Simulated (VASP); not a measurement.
# Ir2Pt (P4/mmm) in VASP: a series of runs

The runs below take Ir2Pt through single point, relaxation of cell and atoms, with PBE.

All numbers are computed with VASP 6.6.1; they aren't measurements. Logs are shortened: lines on timing, memory, paths and dates and some standing lists are left out, and cuts for length are marked.

## Step 1: The cell of the first run

The structure is tetragonal, space group P4/mmm (No. 123). Conventional cell: a = 2.734 Å, b = 2.734 Å, c = 6.395 Å, α = 90.00°, β = 90.00°, γ = 90.00°. Ir (site symmetry 4mm) has 5 Ir at 2.44 to 2.73 Å and 4 Pt at 2.77 Å within 3.2 Å. Pt (site symmetry 4/mmm) has 4 Pt at 2.73 Å and 8 Ir at 2.77 Å within 3.6 Å.

The cell was built from a structure type or drawn by symmetry, and may not be a known phase.

## Step 2: Single point, PBE, collinear spin

Input file INCAR:

```
SYSTEM = Ir2Pt
  ALGO = Normal
  EDIFF = 1E-6
  ENCUT = 500
  GGA = PE
  GGA_COMPAT = .FALSE.
  ISIF = 2
  ISMEAR = 0
  ISPIN = 2
  LASPH = .TRUE.
  LCHARG = .FALSE.
  LMAXMIX = 4
  LORBIT = 11
  LREAL = .FALSE.
  LWAVE = .FALSE.
  MAGMOM = 1 1 0
  NBANDS = 25
  NELM = 200
  PREC = Accurate
  SIGMA = 0.1
```

Input file KPOINTS:

```
k-points
0
G
  6 6 4
  0 0 0
```

Input file POSCAR:

```
Ir2Pt
1.0
    2.7343473037      0.0000000000      0.0000000000
    0.0000000000      2.7343473037      0.0000000000
    0.0000000000      0.0000000000      6.3946797941
Ir Pt
2 1
Direct
    0.5000000000      0.5000000000      0.3092560683
    0.5000000000      0.5000000000      0.6907439317
    0.0000000000      0.0000000000      0.0000000000
```

Potentials or basis: VASP PAW PBE potentials, release 64 (Ir, Pt).

Command:

```sh
$ cat potpaw_PBE.64/Ir/POTCAR potpaw_PBE.64/Pt/POTCAR > POTCAR
$ mpirun -np 1 vasp_std > vasp.out
```

OUTCAR:

```text
SYSTEM = Ir2Pt
   EDIFF = 1E-6
   ENCUT = 500
   GGA = PE
   ISIF = 2
   ISMEAR = 0
   ISPIN = 2
   LASPH = .TRUE.
   LORBIT = 11
   LREAL = .FALSE.
   NELM = 200
   PREC = Accurate

 ion  position               nearest neighbor table
   1  0.500  0.500  0.309-   2 2.44   3 2.77   3 2.77   3 2.77   3 2.77
   2  0.500  0.500  0.691-   1 2.44   3 2.77   3 2.77   3 2.77   3 2.77
   3  0.000  0.000  0.000-   1 2.77   2 2.77   1 2.77   2 2.77   1 2.77   2 2.77   1 2.77   2 2.77

  LATTYP: Found a simple tetragonal cell.
 ALAT       =     2.7343473037
 C/A-ratio  =     2.3386494413

  Lattice vectors:

 A1 = (   2.7343473037,   0.0000000000,   0.0000000000)
 A2 = (   0.0000000000,   2.7343473037,   0.0000000000)
 A3 = (   0.0000000000,   0.0000000000,   6.3946797941)

Analysis of symmetry for initial positions (statically):
=====================================================================
 Subroutine PRICEL returns:
 Original cell was already a primitive cell.

 Routine SETGRP: Setting up the symmetry group for a
 simple tetragonal supercell.

 Subroutine GETGRP returns: Found 16 space group operations
 (whereof 16 operations were pure point group operations)
 out of a pool of 16 trial point group operations.

The static configuration has the point symmetry D_4h.

Analysis of symmetry for dynamics (positions and initial velocities):
=====================================================================
 Subroutine PRICEL returns:
 Original cell was already a primitive cell.

 Routine SETGRP: Setting up the symmetry group for a
 simple tetragonal supercell.

 Subroutine GETGRP returns: Found 16 space group operations
 (whereof 16 operations were pure point group operations)
 out of a pool of 16 trial point group operations.

The dynamic configuration has the point symmetry D_4h.

Analysis of structural, dynamic, and magnetic symmetry:
=====================================================================
 Subroutine PRICEL returns:
 Original cell was already a primitive cell.

 Routine SETGRP: Setting up the symmetry group for a
 simple tetragonal supercell.

 Subroutine GETGRP returns: Found 16 space group operations
 (whereof 16 operations were pure point group operations)
 out of a pool of 16 trial point group operations.

The overall configuration has the point symmetry D_4h.

 Subroutine INISYM returns: Found 16 space group operations
 (whereof 16 operations are pure point group operations),
 and found     1 'primitive' translations

----------------------------------------------------------------------------------------

                                     Primitive cell

  volume of cell :      47.8108

  direct lattice vectors                    reciprocal lattice vectors
     2.734347304  0.000000000  0.000000000     0.365717990  0.000000000  0.000000000
     0.000000000  2.734347304  0.000000000     0.000000000  0.365717990  0.000000000
     0.000000000  0.000000000  6.394679794     0.000000000  0.000000000  0.156379996

  length of vectors
     2.734347304  2.734347304  6.394679794     0.365717990  0.365717990  0.156379996

  position of ions in fractional coordinates (direct lattice)
     0.500000000  0.500000000  0.309256068
     0.500000000  0.500000000  0.690743932
     0.000000000  0.000000000  0.000000000

  ion indices of the primitive-cell ions
   primitive index   ion index
                 1           1
                 2           2
                 3           3

----------------------------------------------------------------------------------------

 KPOINTS: k-points

Automatic generation of k-mesh.
 Grid dimensions read from file:
 generate k-points for:    6    6    4

 Generating k-lattice:

  Cartesian coordinates                     Fractional coordinates (reciprocal lattice)
     0.060952998  0.000000000  0.000000000     0.166666667  0.000000000  0.000000000
     0.000000000  0.060952998  0.000000000     0.000000000  0.166666667  0.000000000
     0.000000000  0.000000000  0.039094999     0.000000000  0.000000000  0.250000000

  Length of vectors
     0.060952998  0.060952998  0.039094999

  Shift w.r.t. Gamma in fractional coordinates (k-lattice)
     0.000000000  0.000000000  0.000000000

 Subroutine IBZKPT returns following result:
 ===========================================

 Found     30 irreducible k-points:

 Following reciprocal coordinates:
            Coordinates               Weight
  0.000000  0.000000  0.000000      1.000000
  0.166667  0.000000  0.000000      4.000000
  0.333333  0.000000  0.000000      4.000000
  0.500000  0.000000  0.000000      2.000000
  0.166667  0.166667  0.000000      4.000000
  0.333333  0.166667  0.000000      8.000000
[... 16 lines left out ...]
  0.333333  0.000000  0.500000      4.000000
  0.500000  0.000000  0.500000      2.000000
 [... further k-points ...]
   k-points           NKPTS =     30   k-points in BZ     NKDIM =     30   number of bands    NBANDS=     25
[... 89 lines left out ...]
      1      -0.2630      1.00000
      2       2.3365      1.00000
      3       3.0258      1.00000
      4       3.1092      1.00000
      5       4.6671      1.00000
      6       4.8430      1.00000
[... 17 lines left out ...]
     24      23.8343      0.00000
     25      26.3071      0.00000

 k-point     3 :       0.3333    0.0000    0.0000
  band No.  band energies     occupation
      1       1.2212      1.00000
      2       2.7893      1.00000
      3       2.8012      1.00000
      4       3.6615      1.00000
      5       4.9498      1.00000
      6       5.2670      1.00000
[... 552 lines left out ...]
 k-point    23 :       0.3333    0.0000    0.5000
  band No.  band energies     occupation
      1       1.6138      1.00000
      2       1.9734      1.00000
      3       3.5427      1.00000
      4       4.2308      1.00000
      5       4.5510      1.00000
      6       4.6372      1.00000
[... 17 lines left out ...]
     24      25.1882      0.00000
     25      26.1268      0.00000

 k-point    24 :       0.5000    0.0000    0.5000
  band No.  band energies     occupation
      1       1.9060      1.00000
      2       2.0998      1.00000
      3       3.6865      1.00000
      4       4.4000      1.00000
      5       4.6035      1.00000
      6       4.6183      1.00000
[... 17 lines left out ...]
     24      24.2206      0.00000
     25      24.7614      0.00000

 [... further k-points ...]

 spin component 2

 k-point     1 :       0.0000    0.0000    0.0000
  band No.  band energies     occupation
      1      -0.9619      1.00000
      2       1.8694      1.00000
      3       2.5095      1.00000
      4       2.7565      1.00000
      5       4.5212      1.00000
      6       4.7220      1.00000
[... 17 lines left out ...]
     24      26.0104      0.00000
     25      28.2087      0.00000

 k-point     2 :       0.1667    0.0000    0.0000
  band No.  band energies     occupation
      1      -0.2628      1.00000
      2       2.3367      1.00000
      3       3.0261      1.00000
      4       3.1094      1.00000
      5       4.6674      1.00000
      6       4.8433      1.00000
[... 17 lines left out ...]
     24      23.8346      0.00000
     25      26.3055      0.00000

 k-point     3 :       0.3333    0.0000    0.0000
  band No.  band energies     occupation
      1       1.2214      1.00000
      2       2.7895      1.00000
      3       2.8014      1.00000
      4       3.6618      1.00000
      5       4.9501      1.00000
      6       5.2673      1.00000
[... 552 lines left out ...]
 k-point    23 :       0.3333    0.0000    0.5000
  band No.  band energies     occupation
      1       1.6139      1.00000
      2       1.9737      1.00000
      3       3.5429      1.00000
      4       4.2311      1.00000
      5       4.5514      1.00000
      6       4.6374      1.00000
[... 17 lines left out ...]
     24      25.1884      0.00000
     25      26.1270      0.00000

 k-point    24 :       0.5000    0.0000    0.5000
  band No.  band energies     occupation
      1       1.9062      1.00000
      2       2.1000      1.00000
      3       3.6869      1.00000
      4       4.4003      1.00000
      5       4.6037      1.00000
      6       4.6187      1.00000
[... 17 lines left out ...]
     24      24.2207      0.00000
     25      24.7616      0.00000

 [... further k-points ...]

------------------------ aborting loop because EDIFF is reached ----------------------------------------

  FORCE on cell =-STRESS in cart. coord.  units (eV):
  Direction    XX          YY          ZZ          XY          YZ          ZX
  --------------------------------------------------------------------------------------
  -------------------------------------------------------------------------------------
  Total       -0.0221226     -0.0221226     -0.0727025      0.0000000     -0.0000000     -0.0000000
  in kB       -0.7413454     -0.7413454     -2.4363184      0.0000000     -0.0000000     -0.0000000
  external PRESSURE =      -1.3063364 kB  Pullay stress =       0.0000000 kB

 VOLUME and BASIS-vectors are now :
 -----------------------------------------------------------------------------
  energy-cutoff  :      500.00
  volume of cell :       47.81
      direct lattice vectors                 reciprocal lattice vectors
     2.734347304  0.000000000  0.000000000     0.365717990  0.000000000  0.000000000
     0.000000000  2.734347304  0.000000000     0.000000000  0.365717990  0.000000000
     0.000000000  0.000000000  6.394679794     0.000000000  0.000000000  0.156379996

 POSITION                                       TOTAL-FORCE (eV/Angst)
 -----------------------------------------------------------------------------------
      1.36717      1.36717      1.97759         0.000000     -0.000000     -0.026916
      1.36717      1.36717      4.41709         0.000000     -0.000000      0.026916
      0.00000      0.00000      0.00000         0.000000      0.000000     -0.000000
 -----------------------------------------------------------------------------------
    total drift:                               -0.000000      0.000000      0.000000

  FREE ENERGIE OF THE ION-ELECTRON SYSTEM (eV)
  ---------------------------------------------------
  free  energy   TOTEN  =       -22.4903870037 eV

  energy  without entropy=      -22.4517691493  energy(sigma->0) =      -22.47107808

 total charge

# of ion       s       p       d       tot
------------------------------------------
    1        0.661   0.576   6.942   8.179
    2        0.661   0.576   6.942   8.179
    3        0.679   0.695   8.017   9.391
--------------------------------------------------
tot          2.001   1.846  21.901  25.749

 magnetization (x)

# of ion       s       p       d       tot
------------------------------------------
    1        0.000   0.000   0.001   0.001
    2        0.000   0.000   0.001   0.001
    3        0.000   0.000   0.000   0.000
--------------------------------------------------
tot          0.000   0.000   0.001   0.001
```

It took 2.2 min on 1 thread of Intel Xeon 8259CL, shared host; peak memory 0.2 GiB.

What came out:

```
Free energy                                           : -22.4904 eV
Pressure                                              : -0.1 GPa
Largest force                                         : 0.027 eV/Å
Band gap on the k mesh                                : zero (filled and empty bands overlap)
Net moment                                            : 0.00 μB per cell
Valence electrons inside the program's atomic spheres : Ir 8.18; Pt 9.39
```

Forces on the atoms (eV/Å):
```
Ir   0.000  0.000 -0.027
Ir   0.000  0.000  0.027
Pt   0.000  0.000  0.000
```

Caveat: the k points lie up to 0.38 Å⁻¹ apart, too coarse for converged energies and pressures of a metal; spin-orbit coupling is left out, which moves the levels of the heavy elements.

## Step 3: Single point, PBE

This run uses another cell than the first one, of 15.87 Å³/atom.

Input file INCAR:

```
PREC = Accurate
ENCUT = 500
EDIFF = 1E-6
ISMEAR = 0
SIGMA = 0.1
LREAL = False
LASPH = True
NELM = 120
ALGO = Normal
ISIF = 2
LWAVE = False
LCHARG = False
GGA = PE
NBANDS = 21
GGA_COMPAT = False
```

Input file KPOINTS:

```
regular mesh
0
Gamma
  16 16 8
```

Input file POSCAR:

```
Ir2Pt
1.0
    2.7095898907      0.0000000000      0.0000000000
    0.0000000000      2.7095898907      0.0000000000
    0.0000000000      0.0000000000      6.4854602733
Ir Pt
2 1
Direct
    0.5000000000      0.5000000000      0.3122453765
    0.5000000000      0.5000000000      0.6877546235
    0.0000000000      0.0000000000      0.0000000000
```

Potentials or basis: VASP PAW PBE potentials, release 64 (Ir, Pt).

Command:

```sh
$ cat potpaw_PBE.64/Ir/POTCAR potpaw_PBE.64/Pt/POTCAR > POTCAR
$ mpirun -np 1 vasp_std > vasp.out
```

Run time: 4 min. Hardware: 1 thread of Intel Xeon 8259CL, shared host; peak memory 0.32 GiB.

Results (log left out):

- Free energy: -22.6537 eV
- Pressure: -0.1 GPa
- Largest force: 0.031 eV/Å
- Band gap on the k mesh: zero (bands 14 and 15 overlap by 2.88 eV)

Forces on the atoms (eV/Å):
```
Ir   0.000  0.000 -0.031
Ir   0.000  0.000  0.031
Pt   0.000  0.000  0.000
```

Stress tensor (GPa, compression positive):
```
-0.18  0.00  0.00
 0.00 -0.18  0.00
 0.00  0.00  0.06
```

Levels at points of the mesh, in eV from the Fermi level:
| k point | band 12 | band 13 | band 14 | band 15 | band 16 | band 17 |
| --- | --- | --- | --- | --- | --- | --- |
| (0.00, 0.00, 0.00) | -1.96 | -1.24 | -1.15 | 0.63 | 0.69 | 1.07 |
| (0.50, 0.00, 0.00) | -0.74 | -0.16 | 0.24 | 0.68 | 1.60 | 1.83 |
| (0.50, 0.50, 0.00) | 0.51 | 0.71 | 2.08 | 2.26 | 2.61 | 2.61 |
| (0.00, 0.00, 0.50) | -0.51 | -0.51 | -0.15 | -0.15 | 0.45 | 0.62 |
| (0.50, 0.00, 0.50) | -1.32 | -0.66 | -0.44 | -0.16 | 0.89 | 2.96 |
| (0.50, 0.50, 0.50) | 0.51 | 1.87 | 2.08 | 2.26 | 5.51 | 5.51 |

Caveat: spin-orbit coupling is left out, which moves the levels of the heavy elements.

## Step 4: Relaxation of cell and atoms, PBE

Input file INCAR:

```
ALGO = Normal ; EDIFF = 1E-7
EDIFFG = -0.01 ; ENCUT = 500
GGA = PE ; GGA_COMPAT = False
IBRION = 2 ; ISIF = 3
ISMEAR = 0 ; LASPH = True
LCHARG = False ; LREAL = False
LWAVE = False ; NELM = 120
NELMIN = 4 ; NSW = 100
PREC = Accurate ; SIGMA = 0.1
```

Input file KPOINTS:

```
k-points
0
Gamma
  16 16 8
```

Input file POSCAR:

```
Ir2Pt
1.0
    2.7343473037      0.0000000000      0.0000000000
    0.0000000000      2.7343473037      0.0000000000
    0.0000000000      0.0000000000      6.3946797941
Ir Pt
2 1
Direct
    0.5000000000      0.5000000000      0.3092560683
    0.5000000000      0.5000000000      0.6907439317
    0.0000000000      0.0000000000      0.0000000000
```

Command:

```sh
$ cat potpaw_PBE.64/Ir/POTCAR potpaw_PBE.64/Pt/POTCAR > POTCAR
$ mpirun -np 1 vasp_std > vasp.out
```

It took 14 min on 1 thread of Intel Xeon 8259CL, shared host; peak memory 0.32 GiB.

It converged, with:

```
Free energy                           : -22.6539 eV
Relaxed volume                        : 15.86 Å³/atom
Relaxed cell                          : a = 2.709 Å, b = 2.709 Å, c = 6.486 Å, α = 90.00°, β = 90.00°, γ = 90.00°
Space group after relaxing (to 0.1 Å) : P4/mmm (No. 123)
Energy gained by relaxing             : 3.6 meV/atom
Ionic steps                           : 7
Pressure after relaxing               : 0.0 GPa
Band gap on the k mesh                : zero (bands 14 and 15 overlap by 2.90 eV)
```

Step by step:
```
step  energy change (eV)  largest force (eV/Å)  pressure (GPa)  volume (Å³)
   1              0.0000                0.1148           -0.60        47.81
   2             -0.0072                0.1980            1.31        47.39
   3             -0.0072                0.1993            1.34        47.38
   4             -0.0095                0.1152           -1.01        47.75
   5             -0.0099                0.1382           -0.37        47.65
   6             -0.0108                0.0113            0.07        47.58
   7             -0.0108                0.0007            0.04        47.59
```

Final structure:
```cif
data_structure
_symmetry_space_group_name_H-M 'P 1'
_symmetry_Int_Tables_number 1
_cell_length_a 2.7085
_cell_length_b 2.7085
_cell_length_c 6.4865
_cell_angle_alpha 90.000
_cell_angle_beta 90.000
_cell_angle_gamma 90.000
_cell_volume 47.59
loop_
_atom_site_label
_atom_site_type_symbol
_atom_site_fract_x
_atom_site_fract_y
_atom_site_fract_z
_atom_site_occupancy
Ir1 Ir 0.50000 0.50000 0.31208 1
Ir2 Ir 0.50000 0.50000 0.68792 1
Pt1 Pt 0.00000 0.00000 0.00000 1
```

Levels at points of the mesh, in eV from the Fermi level:
| k point | band 10 | band 11 | band 12 | band 13 | band 14 | band 15 | band 16 | band 17 | band 18 |
| --- | --- | --- | --- | --- | --- | --- | --- | --- | --- |
| (0.00, 0.00, 0.00) | -2.45 | -1.95 | -1.95 | -1.25 | -1.15 | 0.64 | 0.69 | 1.07 | 1.07 |
| (0.50, 0.00, 0.00) | -2.84 | -1.71 | -0.73 | -0.16 | 0.23 | 0.68 | 1.61 | 1.83 | 2.77 |
| (0.50, 0.50, 0.00) | 0.31 | 0.31 | 0.51 | 0.70 | 2.09 | 2.27 | 2.62 | 2.62 | 7.96 |
| (0.00, 0.00, 0.50) | -1.98 | -1.13 | -0.51 | -0.51 | -0.15 | -0.15 | 0.46 | 0.61 | 0.86 |
| (0.50, 0.00, 0.50) | -2.61 | -1.52 | -1.33 | -0.66 | -0.43 | -0.16 | 0.89 | 2.95 | 3.27 |
| (0.50, 0.50, 0.50) | -2.39 | -0.70 | 0.51 | 1.87 | 2.09 | 2.27 | 5.50 | 5.50 | 6.58 |

Caveat: spin-orbit coupling is left out, which moves the levels of the heavy elements.

## Step 5: The runs side by side

| task | spin | cell | k mesh | gap on the mesh (eV) | pressure (GPa) | largest force (eV/Å) |
| --- | --- | --- | --- | --- | --- | --- |
| single point | collinear | a = 2.734, b = 2.734, c = 6.395 Å, 3 atoms, atomic positions A | 6 × 6 × 4 | none | -0.1 | 0.03 |
| single point | off | a = 2.710, b = 2.710, c = 6.485 Å, 3 atoms, atomic positions B | 16 × 16 × 8 | none | -0.1 | 0.03 |
| relaxation of cell and atoms | off | relaxed from a = 2.734, b = 2.734, c = 6.395 Å, 3 atoms, atomic positions A | 16 × 16 × 8 | none | 0.0 | - |

Alike in all rows: level PBE; potentials or basis VASP PAW PBE potentials, release 64 (Ir, Pt); cutoff (eV) 500; smearing gaussian 0.1 eV.

Caveats: some runs use coarse meshes; spin-orbit coupling is left out, which moves the levels of the heavy elements.

Absolute energies hang on the potentials; compare differences alone.
